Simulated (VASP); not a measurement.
# In3Se (P4/mmm) in VASP: single point with PBEsol+D3(BJ)

Aim: the single point of In3Se with PBEsol+D3(BJ).

Everything below comes from runs of VASP 6.6.1. Logs are shortened: lines on timing, memory, paths and dates and some standing lists are left out, and cuts for length are marked.

## Step 1: The cell of the first run

Symmetry: P4/mmm, No. 123, tetragonal system. Conventional cell: a = 4.588 Å, b = 4.588 Å, c = 4.313 Å, α = 90.00°, β = 90.00°, γ = 90.00°. In (site symmetry 4/mmm) has 8 In at 3.15 Å and 4 Se at 3.24 Å within 4.1 Å. Within 4.1 Å of In (site symmetry mmm) lie 8 In at 3.15 to 3.24 Å and 4 Se at 3.15 Å. Se (site symmetry 4/mmm) has 12 In at 3.15 to 3.24 Å within 4.1 Å.

## Step 2: Single point, PBEsol+D3(BJ) (strain -0.0600 x Voigt [1, 0, 0, 0, 0, 0])

Input file INCAR:

```
SYSTEM = In3Se
ALGO = Normal
EDIFF = 1E-6
ENCUT = 520
GGA = PS
ISIF = 2
ISMEAR = 0
IVDW = 12
LASPH = .True.
LCHARG = .True.
LELF = .True.
LREAL = .False.
LVHAR = .True.
LWAVE = .False.
NBANDS = 30
NELM = 100
PREC = Accurate
SIGMA = 0.15
```

Input file KPOINTS:

```
k-points
0
Gamma
  10 10 10
  0 0 0
```

Input file POSCAR:

```
In3Se
1.0
    4.3125822939      0.0000000000      0.0000000000
    0.0000000000      4.5878535042      0.0000000000
    0.0000000000      0.0000000000      4.5878535042
In Se
3 1
Direct
    0.0000000000      0.5000000000      0.5000000000
    0.5000000000      0.0000000000      0.5000000000
    0.5000000000      0.5000000000      0.0000000000
    0.0000000000      0.0000000000      0.0000000000
```

Potentials or basis: VASP PAW PBE potentials, release 64 (In_d, Se).

Started as:

```
$ cat potpaw_PBE.64/In_d/POTCAR potpaw_PBE.64/Se/POTCAR > POTCAR
$ mpirun -np 1 vasp_std > vasp.out
```

OUTCAR:

```text
SYSTEM = In3Se
   EDIFF = 1E-6
   ENCUT = 520
   GGA = PS
   ISIF = 2
   ISMEAR = 0
   IVDW = 12
   LASPH = .True.
   LREAL = .False.
   NELM = 100
   PREC = Accurate
 IVDW          = 12

 ion  position               nearest neighbor table
   1  0.000  0.500  0.500-   2 3.15   3 3.15   3 3.15   2 3.15   2 3.15   3 3.15   3 3.15   2 3.15
                             4 3.24   4 3.24   4 3.24   4 3.24
   2  0.500  0.000  0.500-   1 3.15   4 3.15   4 3.15   1 3.15   1 3.15   4 3.15   4 3.15   1 3.15
                             3 3.24   3 3.24   3 3.24   3 3.24
   3  0.500  0.500  0.000-   1 3.15   4 3.15   1 3.15   4 3.15   1 3.15   4 3.15   1 3.15   4 3.15
                             2 3.24   2 3.24   2 3.24   2 3.24
   4  0.000  0.000  0.000-   2 3.15   3 3.15   2 3.15   3 3.15   2 3.15   3 3.15   2 3.15   3 3.15
                             1 3.24   1 3.24   1 3.24   1 3.24

  LATTYP: Found a simple tetragonal cell.
 ALAT       =     4.5878535042
 C/A-ratio  =     0.9400000000

  Lattice vectors:

 A1 = (   0.0000000000,   4.5878535042,   0.0000000000)
 A2 = (   0.0000000000,   0.0000000000,   4.5878535042)
 A3 = (   4.3125822939,   0.0000000000,   0.0000000000)

Analysis of symmetry for initial positions (statically):
=====================================================================
 Subroutine PRICEL returns:
 Original cell was already a primitive cell.

 Routine SETGRP: Setting up the symmetry group for a
 simple tetragonal supercell.

 Subroutine GETGRP returns: Found 16 space group operations
 (whereof 16 operations were pure point group operations)
 out of a pool of 16 trial point group operations.

The static configuration has the point symmetry D_4h.

Analysis of symmetry for dynamics (positions and initial velocities):
=====================================================================
 Subroutine PRICEL returns:
 Original cell was already a primitive cell.

 Routine SETGRP: Setting up the symmetry group for a
 simple tetragonal supercell.

 Subroutine GETGRP returns: Found 16 space group operations
 (whereof 16 operations were pure point group operations)
 out of a pool of 16 trial point group operations.

The dynamic configuration has the point symmetry D_4h.

 Subroutine INISYM returns: Found 16 space group operations
 (whereof 16 operations are pure point group operations),
 and found     1 'primitive' translations

----------------------------------------------------------------------------------------
[... 97 lines left out ...]
   EDIFF  = 0.1E-05   stopping-criterion for ELM
   LREAL  =      F    real-space projection
   EDIFFG = 0.1E-04   stopping-criterion for IOM
   NSW    =      0    number of steps for IOM
   IBRION =     -1    ionic relax: 0-MD 1-quasi-New 2-CG
   NFREE  =      0    steps in history (QN), initial steepest desc. (CG)
   ISIF   =      2    stress and relaxation
   ISYM   =      2    0-nonsym 1-usesym 2-fastsym
   POTIM  = 0.5000    time-step for ionic-motion
   TEBEG  =    0.0;   TEEND  =   0.0 temperature during run
   PSTRESS=    0.0 pullay stress
   NELECT =      45.0000    total number of electrons
   NUPDOWN=      -1.0000    fix difference up-down
   EMIN   =  10.00;   EMAX   =-10.00  energy-range for DOS
   EFERMI =   0.00;   METHOD = LEGACY
   ISMEAR =     0;   SIGMA  =   0.15  broadening in eV -4-tet -1-fermi 0-gaus
   EFERMI_NEDOS =   21; number of points for ismear=-14 and -15
   IALGO  =     38    algorithm
   IMIX   =      4    mixing-type and parameters
     AMIX     =   0.40;   BMIX     =  1.00
     AMIX_MAG =   1.60;   BMIX_MAG =  1.00
  volume/ion in A,a.u.               =      22.69       153.14
  Fermi-wavevector in a.u.,A,eV,Ry     =   1.295667  2.448456 22.840833  1.678754
  Thomas-Fermi vector in A             =   2.427173
   LORBIT       =      0    0 simple, 1 ext, 2 COOP (PROOUT), +10 PAW based schemes
   GGA     = PS    functional components
   LHFCALC =     F    Hartree Fock is set to
   AEXX    =    0.0000 exact exchange contribution
   IVDW    =    12    specifies the selected vdW correction
   LEPSILON=     F    determine dielectric tensor
   LRPA    =     F    only Hartree local field effects (RPA)
 non-spin polarized calculation
 Gauss-broadening in eV      SIGMA  =   0.15
  energy-cutoff  :      520.00
  volume of cell :       90.77
 maximum number of plane-waves:      2466
   NGX = 17   NGY = 17   NGZ = 17

 number of electron      44.9999990 magnetization

 Free energy of the ion-electron system (eV)
  ---------------------------------------------------
  ext. energy  EPLUGINS =         0.00000000
  ---------------------------------------------------
  free energy    TOTEN  =       -13.04957143 eV

  energy without entropy =      -13.03352522  energy(sigma->0) =      -13.04154832

 E-fermi :   8.0273     XC(G=0): -10.8494

 val. band max:        8.0039347010   @ k =   0.0000   0.5000   0.5000
 cond. band min:       8.0433936667   @ k =   0.0000   0.3000   0.0000
 fundamental gap:      0.0394589657
 Fermi energy:         8.0272836619

 k-point     1 :       0.0000    0.0000    0.0000
  band No.  band energies     occupation
      1      -7.0060      2.00000
      2      -6.9271      2.00000
      3      -6.9271      2.00000
      4      -6.8656      2.00000
      5      -6.7504      2.00000
      6      -6.6901      2.00000
[... 781 lines left out ...]
     29      12.4129      0.00000
     30      15.7101      0.00000

 [... further k-points ...]

------------------------ aborting loop because EDIFF is reached ----------------------------------------

 Edisp (eV)   -1.57769

 E8    (eV) :    -1.1110

  FORCE on cell =-STRESS in cart. coord.  units (eV):
  Direction    XX          YY          ZZ          XY          YZ          ZX
  --------------------------------------------------------------------------------------
  -------------------------------------------------------------------------------------
  Total       2.04069     2.02757     2.02757     0.00000     0.00000    -0.00000
  in kB      36.01890    35.78737    35.78737     0.00000     0.00000    -0.00000
  external pressure =       35.86 kB  Pullay stress =        0.00 kB

 VOLUME and BASIS-vectors are now :
 -----------------------------------------------------------------------------
  energy-cutoff  :      520.00
  volume of cell :       90.77
      direct lattice vectors                 reciprocal lattice vectors
     4.312582294  0.000000000  0.000000000     0.231879633  0.000000000  0.000000000
     0.000000000  4.587853504  0.000000000     0.000000000  0.217966855  0.000000000
     0.000000000  0.000000000  4.587853504     0.000000000  0.000000000  0.217966855

 POSITION                                       TOTAL-FORCE (eV/Angst)
 -----------------------------------------------------------------------------------
      0.00000      2.29393      2.29393         0.000000      0.000000      0.000000
      2.15629      0.00000      2.29393         0.000000      0.000000      0.000000
      2.15629      2.29393      0.00000         0.000000      0.000000      0.000000
      0.00000      0.00000      0.00000         0.000000      0.000000      0.000000
 -----------------------------------------------------------------------------------
    total drift:                                0.000000     -0.000000     -0.000000

  FREE ENERGIE OF THE ION-ELECTRON SYSTEM (eV)
  ---------------------------------------------------
  free  energy   TOTEN  =       -14.6272566814 eV

  energy  without entropy=      -14.6112104710  energy(sigma->0) =      -14.61923358
```

stdout:

```text
POSCAR found type information on POSCAR InSe
 POSCAR found :  2 types and       4 ions
 scaLAPACK will be used
 -----------------------------------------------------------------------------
|                                                                             |
|                                                                             |
|     You enforced a specific xc type in the INCAR file but a different       |
|     I HOPE YOU KNOW WHAT YOU ARE DOING!                                     |
|                                                                             |
 -----------------------------------------------------------------------------

 LDA part: xc-table for (Slater+PW92), standard interpolation
 POSCAR, INCAR and KPOINTS ok, starting setup
 FFT: planning ... GRIDC
 FFT: planning ... GRID_SOFT
 FFT: planning ... GRID
 WAVECAR not read
 entering main loop
```

Wall time 6.4 min (1 thread of Intel Xeon 8259CL, shared host); peak memory 0.41 GiB.

Results:

```yaml
Free_energy: -14.6273 eV
Pressure: 3.6 GPa
Band_gap_on_the_k_mesh: zero (an odd number of electrons rules out a gap without spin polarisation)
Dispersion_energy_per_atom: -0.394 eV
```

Caveat: the cell differs from its parent crystal (strain -0.0600 x Voigt [1, 0, 0, 0, 0, 0]); the cell stands under pressure; the PAW data sets were made with another functional, which shifts forces and pressure a little; spin-orbit coupling is left out, which moves the levels of the heavy elements.

The gap in the log of VASP goes by the Fermi energy; the results here count the filled bands.